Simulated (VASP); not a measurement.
# Tl3S2 (R-3m) in VASP: single point with PBE

Aim: the single point of Tl3S2 with PBE.

Everything below comes from runs of VASP 6.6.1. Logs are shortened: lines on timing, memory, paths and dates and some standing lists are left out, and cuts for length are marked.

## Step 1: The cell of the first run

The structure is trigonal, space group R-3m (No. 166). The conventional cell has a = 4.202 Å, b = 4.202 Å, c = 28.323 Å, α = 90.00°, β = 90.00°, γ = 120.00°. Tl (site symmetry -3m) has 6 S at 3.10 Å and 12 Tl at 4.19 to 4.20 Å within 4.3 Å. Tl (site symmetry 3m) has 3 S at 2.84 Å and 3 Tl at 3.56 Å within 3.7 Å. Within 3.7 Å of S (site symmetry 3m) lie 6 Tl at 2.84 to 3.10 Å.

## Step 2: Single point, PBE

Contents of INCAR:

```
PREC = Accurate
ENCUT = 520
EDIFF = 1E-6
ISMEAR = 0
SIGMA = 0.1
LREAL = F
LASPH = T
NELM = 80
ALGO = Normal
ISIF = 2
LWAVE = F
LCHARG = T
GGA = PE
LELF = T
LVHAR = T
NBANDS = 34
```

Contents of KPOINTS:

```
regular mesh
0
Gamma
  12 12 12
```

Contents of POSCAR:

```
Tl3S2
1.0
    2.1008125456      1.2129046887      9.4408740503
   -2.1008125456      1.2129046887      9.4408740503
    0.0000000000     -2.4258093775      9.4408740503
Tl S
3 2
Direct
    0.0000000000      0.0000000000      0.0000000000
    0.2126381318      0.2126381318      0.2126381318
    0.7873618682      0.7873618682      0.7873618682
    0.4015721126      0.4015721126      0.4015721126
    0.5984278874      0.5984278874      0.5984278874
```

Potentials or basis: VASP PAW PBE potentials, release 64 (Tl_d, S).

Launch:

```bash
$ cat potpaw_PBE.64/Tl_d/POTCAR potpaw_PBE.64/S/POTCAR > POTCAR
$ mpirun -np 1 vasp_std > vasp.out
```

OUTCAR:

```text
PREC = Accurate
   ENCUT = 520
   EDIFF = 1E-6
   ISMEAR = 0
   LREAL = F
   LASPH = T
   NELM = 80
   ISIF = 2
   GGA = PE

 ion  position               nearest neighbor table
   1  0.000  0.000  0.000-   5 3.10   5 3.10   4 3.10   4 3.10   5 3.10   4 3.10
   2  0.213  0.213  0.213-   5 2.84   5 2.84   5 2.84   3 3.56   3 3.56   3 3.56
   3  0.787  0.787  0.787-   4 2.84   4 2.84   4 2.84   2 3.56   2 3.56   2 3.56
   4  0.402  0.402  0.402-   3 2.84   3 2.84   3 2.84   1 3.10   1 3.10   1 3.10
   5  0.598  0.598  0.598-   2 2.84   2 2.84   2 2.84   1 3.10   1 3.10   1 3.10

  LATTYP: Found a trigonal (rhomboedric) cell.
 ALAT       =     9.7475460486
 COS(alpha) =     0.9071003647

  Lattice vectors:

 A1 = (   2.1008125456,   1.2129046887,   9.4408740503)
 A2 = (  -2.1008125456,   1.2129046887,   9.4408740503)
 A3 = (   0.0000000000,  -2.4258093775,   9.4408740503)

Analysis of symmetry for initial positions (statically):
=====================================================================
 Subroutine PRICEL returns:
 Original cell was already a primitive cell.

 Routine SETGRP: Setting up the symmetry group for a
 trigonal (rhombohedral) supercell.

 Subroutine GETGRP returns: Found 12 space group operations
 (whereof 12 operations were pure point group operations)
 out of a pool of 12 trial point group operations.

The static configuration has the point symmetry D_3d.

Analysis of symmetry for dynamics (positions and initial velocities):
=====================================================================
 Subroutine PRICEL returns:
 Original cell was already a primitive cell.

 Routine SETGRP: Setting up the symmetry group for a
 trigonal (rhombohedral) supercell.

 Subroutine GETGRP returns: Found 12 space group operations
 (whereof 12 operations were pure point group operations)
 out of a pool of 12 trial point group operations.

The dynamic configuration has the point symmetry D_3d.

 Subroutine INISYM returns: Found 12 space group operations
 (whereof 12 operations are pure point group operations),
 and found     1 'primitive' translations

----------------------------------------------------------------------------------------

                                     Primitive cell

  volume of cell :     144.3369

  direct lattice vectors                    reciprocal lattice vectors
     2.100812546  1.212904689  9.440874050     0.238003148  0.137411182  0.035307465
    -2.100812546  1.212904689  9.440874050    -0.238003148  0.137411182  0.035307465
[... 94 lines left out ...]
   NSW    =      0    number of steps for IOM
   IBRION =     -1    ionic relax: 0-MD 1-quasi-New 2-CG
   NFREE  =      0    steps in history (QN), initial steepest desc. (CG)
   ISIF   =      2    stress and relaxation
   ISYM   =      2    0-nonsym 1-usesym 2-fastsym
   POTIM  = 0.5000    time-step for ionic-motion
   TEBEG  =    0.0;   TEEND  =   0.0 temperature during run
   PSTRESS=    0.0 pullay stress
   NELECT =      51.0000    total number of electrons
   NUPDOWN=      -1.0000    fix difference up-down
   EMIN   =  10.00;   EMAX   =-10.00  energy-range for DOS
   EFERMI =   0.00;   METHOD = LEGACY
   ISMEAR =     0;   SIGMA  =   0.10  broadening in eV -4-tet -1-fermi 0-gaus
   EFERMI_NEDOS =   21; number of points for ismear=-14 and -15
   IALGO  =     38    algorithm
   IMIX   =      4    mixing-type and parameters
     AMIX     =   0.40;   BMIX     =  1.00
     AMIX_MAG =   1.60;   BMIX_MAG =  1.00
  volume/ion in A,a.u.               =      28.87       194.81
  Fermi-wavevector in a.u.,A,eV,Ry     =   1.157371  2.187113 18.225092  1.339506
  Thomas-Fermi vector in A             =   2.293983
   LORBIT       =      0    0 simple, 1 ext, 2 COOP (PROOUT), +10 PAW based schemes
   GGA     = PE    functional components
   LHFCALC =     F    Hartree Fock is set to
   AEXX    =    0.0000 exact exchange contribution
   IVDW    =     0    specifies the selected vdW correction
   LEPSILON=     F    determine dielectric tensor
   LRPA    =     F    only Hartree local field effects (RPA)
 non-spin polarized calculation
 Gauss-broadening in eV      SIGMA  =   0.10
  energy-cutoff  :      520.00
  volume of cell :      144.34
 maximum number of plane-waves:      3906
   NGX = 37   NGY = 37   NGZ = 37

 number of electron      50.9999998 magnetization

 Free energy of the ion-electron system (eV)
  ---------------------------------------------------
  ext. energy  EPLUGINS =         0.00000000
  ---------------------------------------------------
  free energy    TOTEN  =       -16.28364504 eV

  energy without entropy =      -16.27494636  energy(sigma->0) =      -16.27929570

 E-fermi :   4.0257     XC(G=0):  -9.2142

 val. band max:        4.0099932858   @ k =   0.4167   0.0833   0.0833
 cond. band min:       4.0264646735   @ k =   0.4167   0.3333   0.1667
 fundamental gap:      0.0164713877
 Fermi energy:         4.0257188138

 k-point     1 :       0.0000    0.0000    0.0000
  band No.  band energies     occupation
      1      -8.3377      2.00000
      2      -8.0753      2.00000
      3      -6.7534      2.00000
      4      -6.7534      2.00000
      5      -6.6568      2.00000
      6      -6.6470      2.00000
[... 877 lines left out ...]
     33      10.5568      0.00000
     34      10.7371      0.00000

 [... further k-points ...]

------------------------ aborting loop because EDIFF is reached ----------------------------------------

  FORCE on cell =-STRESS in cart. coord.  units (eV):
  Direction    XX          YY          ZZ          XY          YZ          ZX
  --------------------------------------------------------------------------------------
  -------------------------------------------------------------------------------------
  Total       -0.0375492     -0.0375492     -0.0385543      0.0000000      0.0000000      0.0000000
  in kB       -0.4168057     -0.4168057     -0.4279622      0.0000000      0.0000000      0.0000000
  external PRESSURE =      -0.4205245 kB  Pullay stress =       0.0000000 kB

 VOLUME and BASIS-vectors are now :
 -----------------------------------------------------------------------------
  energy-cutoff  :      520.00
  volume of cell :      144.34
      direct lattice vectors                 reciprocal lattice vectors
     2.100812546  1.212904689  9.440874050     0.238003148  0.137411182  0.035307465
    -2.100812546  1.212904689  9.440874050    -0.238003148  0.137411182  0.035307465
     0.000000000 -2.425809377  9.440874050     0.000000000 -0.274822364  0.035307465

 POSITION                                       TOTAL-FORCE (eV/Angst)
 -----------------------------------------------------------------------------------
      0.00000      0.00000      0.00000         0.000000     -0.000000      0.000000
      0.00000     -0.00000      6.02247         0.000000      0.000000     -0.000624
      0.00000     -0.00000     22.30015         0.000000     -0.000000      0.000624
      0.00000     -0.00000     11.37358         0.000000     -0.000000      0.002742
      0.00000     -0.00000     16.94905         0.000000      0.000000     -0.002742
 -----------------------------------------------------------------------------------
    total drift:                                0.000000      0.000000      0.000000

  FREE ENERGIE OF THE ION-ELECTRON SYSTEM (eV)
  ---------------------------------------------------
  free  energy   TOTEN  =       -16.2836450356 eV

  energy  without entropy=      -16.2749463579  energy(sigma->0) =      -16.27929570
```

Wall time 1.8 h (1 thread of Intel Xeon 8259CL, shared host); peak memory 1.2 GiB.

What came out:

* Free energy: -16.2836 eV
* Pressure: 0.0 GPa
* Band gap on the k mesh: zero (an odd number of electrons rules out a gap without spin polarisation)

Forces on the atoms (eV/Å):
```
Tl   0.000  0.000  0.000
Tl   0.000  0.000 -0.001
Tl   0.000  0.000  0.001
S    0.000  0.000  0.003
S    0.000  0.000 -0.003
```

Levels at points of the mesh, in eV from the Fermi level:
```csv
k point,band 22,band 23,band 24,band 25,band 26,band 27,band 28,band 29
"(0.00, 0.00, 0.00)",-1.17,-1.06,-1.06,-0.25,0.36,2.84,3.74,4.70
"(0.50, 0.00, 0.00)",-1.92,-1.88,-1.65,-0.96,-0.24,1.51,2.90,3.68
"(0.50, 0.50, 0.00)",-2.52,-2.04,-1.68,-1.49,0.45,1.62,3.01,3.60
"(0.50, 0.50, 0.50)",-1.19,-1.04,-1.03,-1.03,1.39,1.72,4.24,4.24
```

Caveat: spin-orbit coupling is left out, which moves the levels of the heavy elements.
